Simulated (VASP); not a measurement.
# BN (R3m) in VASP: further runs, part 2 of 3

VASP 6.6.1. The steps go on from the part before.

### Step 3. Single point, PBEsol (mode 4 (749.1 1/cm) frozen in, largest displacement +0.090 Å)

INCAR

```
SYSTEM = BN
  PREC = Accurate
  ENCUT = 520
  EDIFF = 1E-6
  ISMEAR = 0
  SIGMA = 0.05
  LREAL = .False.
  LASPH = .True.
  NELM = 100
  ALGO = Normal
  ISIF = 2
  LWAVE = .False.
  LCHARG = .True.
  GGA = PS
  LELF = .True.
  LVHAR = .True.
  NBANDS = 11
```

KPOINTS

```
regular mesh
0
Gamma
  12 12 12
  0 0 0
```

POSCAR

```
BN
1.0
    1.2511217832      0.7223354983      3.3729344033
   -1.2511217832      0.7223354983      3.3729344033
    0.0000000000     -1.4446709967      3.3729344033
B N
1 1
Direct
    1.0085655325      1.0085655325      1.0085655325
    0.3258975368      0.3258975368      0.3258975368
```

Potentials or basis: VASP PAW PBE potentials, release 64 (B, N).

Started as:

```bash
$ cat potpaw_PBE.64/B/POTCAR potpaw_PBE.64/N/POTCAR > POTCAR
$ mpirun -np 1 vasp_std > vasp.out
```

OUTCAR:

```text
SYSTEM = BN
   PREC = Accurate
   ENCUT = 520
   EDIFF = 1E-6
   ISMEAR = 0
   LREAL = .False.
   LASPH = .True.
   NELM = 100
   ISIF = 2
   GGA = PS

 ion  position               nearest neighbor table
   1  0.009  0.009  0.009-   2 1.45   2 1.45   2 1.45
   2  0.326  0.326  0.326-   1 1.45   1 1.45   1 1.45

  LATTYP: Found a trigonal (rhomboedric) cell.
 ALAT       =     3.6692997666
 COS(alpha) =     0.7674786796

  Lattice vectors:

 A1 = (   1.2511217832,   0.7223354983,   3.3729344033)
[... 523 lines left out ...]

  FORCE on cell =-STRESS in cart. coord.  units (eV):
  Direction    XX          YY          ZZ          XY          YZ          ZX
  --------------------------------------------------------------------------------------
  -------------------------------------------------------------------------------------
  Total        0.0644706      0.0644706     -0.4300711      0.0000000      0.0000000      0.0000000
  in kB        5.6477394      5.6477394    -37.6749908      0.0000000      0.0000000      0.0000000
  external PRESSURE =      -8.7931707 kB  Pullay stress =       0.0000000 kB

 VOLUME and BASIS-vectors are now :
 -----------------------------------------------------------------------------
  energy-cutoff  :      520.00
  volume of cell :       18.29
      direct lattice vectors                 reciprocal lattice vectors
     1.251121783  0.722335498  3.372934403     0.399641351  0.230733042  0.098825916
    -1.251121783  0.722335498  3.372934403    -0.399641351  0.230733042  0.098825916
     0.000000000 -1.444670997  3.372934403     0.000000000 -0.461466083  0.098825916

 POSITION                                       TOTAL-FORCE (eV/Angst)
 -----------------------------------------------------------------------------------
      0.00000     -0.00000      0.08667         0.000000      0.000000     -2.020895
      0.00000     -0.00000      3.29769         0.000000     -0.000000      2.020895
 -----------------------------------------------------------------------------------
    total drift:                                0.000000     -0.000000     -0.000341

  FREE ENERGIE OF THE ION-ELECTRON SYSTEM (eV)
  ---------------------------------------------------
  free  energy   TOTEN  =       -18.1234205587 eV

  energy  without entropy=      -18.1234205587  energy(sigma->0) =      -18.12342056
```

OSZICAR:

```text
N       E                     dE             d eps       ncg     rms          rms(c)
DAV:   1     0.129205690555E+02    0.12921E+02   -0.44607E+03  4222   0.671E+02
DAV:   2    -0.190560247058E+02   -0.31977E+02   -0.30611E+02  4945   0.158E+02
DAV:   3    -0.198256679495E+02   -0.76964E+00   -0.76854E+00  5131   0.229E+01
DAV:   4    -0.198278821057E+02   -0.22142E-02   -0.22141E-02  4563   0.137E+00
DAV:   5    -0.198278909641E+02   -0.88585E-05   -0.88585E-05  5145   0.775E-02    0.774E+00
DAV:   6    -0.183168426272E+02    0.15110E+01   -0.50360E+00  4753   0.122E+01    0.359E+00
DAV:   7    -0.181660259331E+02    0.15082E+00   -0.21483E-01  4973   0.348E+00    0.217E+00
DAV:   8    -0.181230676889E+02    0.42958E-01   -0.10931E-01  5001   0.202E+00    0.236E-01
DAV:   9    -0.181231450672E+02   -0.77378E-04   -0.28104E-03  4596   0.420E-01    0.130E-01
DAV:  10    -0.181234015876E+02   -0.25652E-03   -0.41344E-04  4825   0.148E-01    0.230E-02
DAV:  11    -0.181234169843E+02   -0.15397E-04   -0.20873E-05  5069   0.318E-02    0.181E-02
DAV:  12    -0.181234204391E+02   -0.34548E-05   -0.66414E-06  4755   0.165E-02    0.130E-03
DAV:  13    -0.181234205587E+02   -0.11965E-06   -0.37405E-07  4481   0.489E-03
   1 F= -.18123421E+02 E0= -.18123421E+02  d E =-.646265E-12
```

stdout:

```text
POSCAR found type information on POSCAR B N
 POSCAR found :  2 types and       2 ions
 scaLAPACK will be used
 -----------------------------------------------------------------------------
|                                                                             |
|                                                                             |
|     You enforced a specific xc type in the INCAR file but a different       |
|     I HOPE YOU KNOW WHAT YOU ARE DOING!                                     |
|                                                                             |
 -----------------------------------------------------------------------------

 LDA part: xc-table for (Slater+PW92), standard interpolation
 POSCAR, INCAR and KPOINTS ok, starting setup
 FFT: planning ... GRIDC
 FFT: planning ... GRID_SOFT
 FFT: planning ... GRID
 WAVECAR not read
 entering main loop
```

Wall time 27 s (1 thread of Intel Xeon 6975P-C (Granite Rapids), shared host); peak memory 0.17 GiB.

What came out:

| Quantity | Value |
| --- | --- |
| Free energy | -18.1234 eV |
| Pressure | -0.9 GPa |
| Largest force | 2.021 eV/Å |
| Band gap on the k mesh | 4.29 eV, indirect (least direct gap 4.64 eV) |

Forces in eV/Å, atoms in the order of the input:
```
B    0.000  0.000 -2.021
N    0.000  0.000  2.021
```

Caveat: the cell differs from its parent crystal (mode 4 (749.1 1/cm) frozen in, largest displacement +0.090 Å); the PAW data sets were made with another functional, which shifts forces and pressure a little. A k mesh can miss the band edges.

### Step 4. Single point, PBEsol (mode 4 (749.1 1/cm) frozen in, largest displacement -0.060 Å)

INCAR

```
SYSTEM = BN
PREC = Accurate
ENCUT = 520
EDIFF = 1E-6
ISMEAR = 0
SIGMA = 0.05
LREAL = .False.
LASPH = .True.
NELM = 60
ALGO = Normal
ISIF = 2
LWAVE = .False.
LCHARG = .False.
GGA = PS
NBANDS = 11
```

KPOINTS

```
Automatic mesh
0
Gamma
  12 12 12
  0 0 0
```

POSCAR

```
BN
1.0
    1.2511217832      0.7223354983      3.3729344033
   -1.2511217832      0.7223354983      3.3729344033
    0.0000000000     -1.4446709967      3.3729344033
B N
1 1
Direct
    0.9937416450      0.9937416450      0.9937416450
    0.3373379754      0.3373379754      0.3373379754
```

Potentials or basis: VASP PAW PBE potentials, release 64 (B, N).

Started as:

```bash
$ cat potpaw_PBE.64/B/POTCAR potpaw_PBE.64/N/POTCAR > POTCAR
$ mpirun -np 1 vasp_std > vasp.out
```

OUTCAR:

```text
SYSTEM = BN
   PREC = Accurate
   ENCUT = 520
   EDIFF = 1E-6
   ISMEAR = 0
   LREAL = .False.
   LASPH = .True.
   NELM = 60
   ISIF = 2
   GGA = PS

 ion  position               nearest neighbor table
   1  0.994  0.994  0.994-   2 1.45   2 1.45   2 1.45
   2  0.337  0.337  0.337-   1 1.45   1 1.45   1 1.45

  LATTYP: Found a trigonal (rhomboedric) cell.
 ALAT       =     3.6692997666
 COS(alpha) =     0.7674786796

  Lattice vectors:

 A1 = (   1.2511217832,   0.7223354983,   3.3729344033)
 A2 = (  -1.2511217832,   0.7223354983,   3.3729344033)
 A3 = (   0.0000000000,  -1.4446709967,   3.3729344033)

Analysis of symmetry for initial positions (statically):
=====================================================================
 Subroutine PRICEL returns:
 Original cell was already a primitive cell.

 Routine SETGRP: Setting up the symmetry group for a
 trigonal (rhombohedral) supercell.

 Subroutine GETGRP returns: Found  6 space group operations
 (whereof  6 operations were pure point group operations)
 out of a pool of 12 trial point group operations.

The static configuration has the point symmetry C_3v.

Analysis of symmetry for dynamics (positions and initial velocities):
=====================================================================
 Subroutine PRICEL returns:
 Original cell was already a primitive cell.

 Routine SETGRP: Setting up the symmetry group for a
 trigonal (rhombohedral) supercell.

 Subroutine GETGRP returns: Found  6 space group operations
 (whereof  6 operations were pure point group operations)
 out of a pool of 12 trial point group operations.

The dynamic configuration has the point symmetry C_3v.

 Subroutine INISYM returns: Found  6 space group operations
 (whereof  6 operations are pure point group operations),
 and found     1 'primitive' translations

----------------------------------------------------------------------------------------

                                     Primitive cell

  volume of cell :      18.2893

  direct lattice vectors                    reciprocal lattice vectors
     1.251121783  0.722335498  3.372934403     0.399641351  0.230733042  0.098825916
    -1.251121783  0.722335498  3.372934403    -0.399641351  0.230733042  0.098825916
     0.000000000 -1.444670997  3.372934403     0.000000000 -0.461466083  0.098825916

  length of vectors
     3.669299767  3.669299767  3.669299767     0.471929558  0.471929558  0.471929558

  position of ions in fractional coordinates (direct lattice)
     0.993741645  0.993741645  0.993741645
     0.337337975  0.337337975  0.337337975

  ion indices of the primitive-cell ions
   primitive index   ion index
                 1           1
                 2           2

----------------------------------------------------------------------------------------

 KPOINTS: Automatic mesh

Automatic generation of k-mesh.
 Grid dimensions read from file:
 generate k-points for:   12   12   12

 Generating k-lattice:

  Cartesian coordinates                     Fractional coordinates (reciprocal lattice)
     0.033303446  0.019227753  0.008235493     0.083333333  0.000000000  0.000000000
    -0.033303446  0.019227753  0.008235493     0.000000000  0.083333333  0.000000000
     0.000000000 -0.038455507  0.008235493     0.000000000  0.000000000  0.083333333

  Length of vectors
     0.039327463  0.039327463  0.039327463

  Shift w.r.t. Gamma in fractional coordinates (k-lattice)
     0.000000000  0.000000000  0.000000000

 Subroutine IBZKPT returns following result:
 ===========================================

 Found    189 irreducible k-points:

 Following reciprocal coordinates:
            Coordinates               Weight
  0.000000  0.000000  0.000000      1.000000
  0.083333  0.000000 -0.000000      6.000000
  0.166667  0.000000  0.000000      6.000000
  0.250000  0.000000 -0.000000      6.000000
  0.333333 -0.000000 -0.000000      6.000000
  0.416667 -0.000000 -0.000000      6.000000
[... 16 lines left out ...]
  0.500000  0.166667  0.000000     12.000000
 -0.416667  0.166667  0.000000     12.000000
 [... further k-points ...]
   k-points           NKPTS =    189   k-points in BZ     NKDIM =    189   number of bands    NBANDS=     11
   number of dos      NEDOS =    301   number of ions     NIONS =      2
   total plane-waves  NPLWV =  21952
   dimension x,y,z NGX =    28 NGY =   28 NGZ =   28
   dimension x,y,z NGXF=    56 NGYF=   56 NGZF=   56
   ions per type =               1   1
   NGX,Y,Z   is equivalent  to a cutoff of  12.69, 12.69, 12.69 a.u.
   NGXF,Y,Z  is equivalent  to a cutoff of  25.37, 25.37, 25.37 a.u.
 SYSTEM =  BN
   PREC   = accura    normal or accurate (medium, high low for compatibility)
   ISTART =      0    job   : 0-new  1-cont  2-samecut
   ICHARG =      2    charge: 1-file 2-atom 10-const
   ISPIN  =      1    spin polarized calculation?
   LNONCOLLINEAR =      F non collinear calculations
   LSORBIT =      F    spin-orbit coupling
   LASPH  =      T    aspherical Exc in radial PAW
   ENCUT  =  520.0 eV  38.22 Ry    6.18 a.u.   6.82  6.82  6.82*2*pi/ulx,y,z
   NELM   =     60;   NELMIN=  2; NELMDL= -5     # of ELM steps
   EDIFF  = 0.1E-05   stopping-criterion for ELM
   LREAL  =      F    real-space projection
   EDIFFG = 0.1E-04   stopping-criterion for IOM
   NSW    =      0    number of steps for IOM
   IBRION =     -1    ionic relax: 0-MD 1-quasi-New 2-CG
   NFREE  =      0    steps in history (QN), initial steepest desc. (CG)
   ISIF   =      2    stress and relaxation
   ISYM   =      2    0-nonsym 1-usesym 2-fastsym
   POTIM  = 0.5000    time-step for ionic-motion
   TEBEG  =    0.0;   TEEND  =   0.0 temperature during run
   PSTRESS=    0.0 pullay stress
   NELECT =       8.0000    total number of electrons
   NUPDOWN=      -1.0000    fix difference up-down
   EMIN   =  10.00;   EMAX   =-10.00  energy-range for DOS
   EFERMI =   0.00;   METHOD = LEGACY
   ISMEAR =     0;   SIGMA  =   0.05  broadening in eV -4-tet -1-fermi 0-gaus
   EFERMI_NEDOS =   21; number of points for ismear=-14 and -15
   IALGO  =     38    algorithm
   IMIX   =      4    mixing-type and parameters
     AMIX     =   0.40;   BMIX     =  1.00
     AMIX_MAG =   1.60;   BMIX_MAG =  1.00
  volume/ion in A,a.u.               =       9.14        61.71
  Fermi-wavevector in a.u.,A,eV,Ry     =   1.242717  2.348395 21.012099  1.544346
  Thomas-Fermi vector in A             =   2.377059
   LORBIT       =      0    0 simple, 1 ext, 2 COOP (PROOUT), +10 PAW based schemes
   GGA     = PS    functional components
   LHFCALC =     F    Hartree Fock is set to
   AEXX    =    0.0000 exact exchange contribution
   IVDW    =     0    specifies the selected vdW correction
   LEPSILON=     F    determine dielectric tensor
   LRPA    =     F    only Hartree local field effects (RPA)
 non-spin polarized calculation
 Gauss-broadening in eV      SIGMA  =   0.05
  energy-cutoff  :      520.00
  volume of cell :       18.29
 maximum number of plane-waves:       517
   NGX = 13   NGY = 13   NGZ = 13

 number of electron       8.0000000 magnetization

 Free energy of the ion-electron system (eV)
  ---------------------------------------------------
  ext. energy  EPLUGINS =         0.00000000
  ---------------------------------------------------
  free energy    TOTEN  =       -18.21317597 eV

  energy without entropy =      -18.21317597  energy(sigma->0) =      -18.21317597

 E-fermi :   2.3495     XC(G=0): -10.2240

 val. band max:        2.0478466532   @ k =  -0.3333   0.3333   0.0000
 cond. band min:       6.0186057239   @ k =   0.5000   0.5000  -0.0000
 fundamental gap:      3.9707590708
 Fermi energy:         2.3495016798

 k-point     1 :       0.0000    0.0000    0.0000
  band No.  band energies     occupation
      1     -15.6615      2.00000
      2      -2.1152      2.00000
      3       0.8715      2.00000
      4       0.8715      2.00000
      5       6.8370      0.00000
      6      13.7039      0.00000
      7      13.7039      0.00000
      8      15.2613      0.00000
      9      16.7864      0.00000
     10      27.7466      0.00000
     11      29.6160      0.00000
[... 309 lines left out ...]
 k-point    24 :      -0.4167    0.1667    0.0000
  band No.  band energies     occupation
      1     -12.1688      2.00000
      2      -6.5172      2.00000
      3      -3.2910      2.00000
      4       1.6977      2.00000
      5       7.2133      0.00000
      6      13.2140      0.00000
      7      15.7321      0.00000
      8      16.1764      0.00000
      9      19.5102      0.00000
     10      22.4458      0.00000
     11      25.2561      0.00000

 [... further k-points ...]

------------------------ aborting loop because EDIFF is reached ----------------------------------------

  FORCE on cell =-STRESS in cart. coord.  units (eV):
  Direction    XX          YY          ZZ          XY          YZ          ZX
  --------------------------------------------------------------------------------------
  -------------------------------------------------------------------------------------
  Total        0.0980188      0.0980188     -0.0993748      0.0000000      0.0000000     -0.0000000
  in kB        8.5866235      8.5866235     -8.7054047      0.0000000      0.0000000     -0.0000000
  external PRESSURE =       2.8226141 kB  Pullay stress =       0.0000000 kB

 VOLUME and BASIS-vectors are now :
 -----------------------------------------------------------------------------
  energy-cutoff  :      520.00
  volume of cell :       18.29
      direct lattice vectors                 reciprocal lattice vectors
     1.251121783  0.722335498  3.372934403     0.399641351  0.230733042  0.098825916
    -1.251121783  0.722335498  3.372934403    -0.399641351  0.230733042  0.098825916
     0.000000000 -1.444670997  3.372934403     0.000000000 -0.461466083  0.098825916

 POSITION                                       TOTAL-FORCE (eV/Angst)
 -----------------------------------------------------------------------------------
      0.00000     -0.00000     10.05548         0.000000     -0.000000      1.348903
      0.00000     -0.00000      3.41346         0.000000      0.000000     -1.348903
 -----------------------------------------------------------------------------------
    total drift:                               -0.000000     -0.000000      0.000119

  FREE ENERGIE OF THE ION-ELECTRON SYSTEM (eV)
  ---------------------------------------------------
  free  energy   TOTEN  =       -18.2131759740 eV

  energy  without entropy=      -18.2131759740  energy(sigma->0) =      -18.21317597
```

stdout:

```text
POSCAR found type information on POSCAR B N
 POSCAR found :  2 types and       2 ions
 scaLAPACK will be used
 -----------------------------------------------------------------------------
|                                                                             |
|                                                                             |
|     You enforced a specific xc type in the INCAR file but a different       |
|     I HOPE YOU KNOW WHAT YOU ARE DOING!                                     |
|                                                                             |
 -----------------------------------------------------------------------------

 LDA part: xc-table for (Slater+PW92), standard interpolation
 POSCAR, INCAR and KPOINTS ok, starting setup
 FFT: planning ... GRIDC
 FFT: planning ... GRID_SOFT
 FFT: planning ... GRID
 WAVECAR not read
 entering main loop
```

Run time: 27 s. Hardware: 1 thread of Intel Xeon 6975P-C (Granite Rapids), shared host; peak memory 0.17 GiB.

Results:

```yaml
Free_energy: -18.2132 eV
Pressure: 0.3 GPa
Largest_force: 1.349 eV/Å
Band_gap_on_the_k_mesh: 3.97 eV, indirect (least direct gap 4.57 eV)
```

Forces in eV/Å, atoms in the order of the input:
```
B    0.000  0.000  1.349
N    0.000  0.000 -1.349
```

Levels at points of the mesh, in eV from the valence-band top:
| k point | band 2 | band 3 | band 4 | band 5 | band 6 | band 7 |
| --- | --- | --- | --- | --- | --- | --- |
| (0.00, 0.00, 0.00) | -4.16 | -1.18 | -1.18 | 4.79 | 11.66 | 11.66 |
| (0.50, 0.00, 0.00) | -8.90 | -3.97 | -0.64 | 5.33 | 9.71 | 12.95 |
| (0.50, 0.50, 0.00) | -8.78 | -4.03 | -1.13 | 3.97 | 9.87 | 14.19 |
| (0.50, 0.50, 0.50) | -6.20 | -1.19 | -1.19 | 9.76 | 11.56 | 11.56 |

Caveat: the cell differs from its parent crystal (mode 4 (749.1 1/cm) frozen in, largest displacement -0.060 Å); the PAW data sets were made with another functional, which shifts forces and pressure a little.

(Continued in part 3 of 3.)
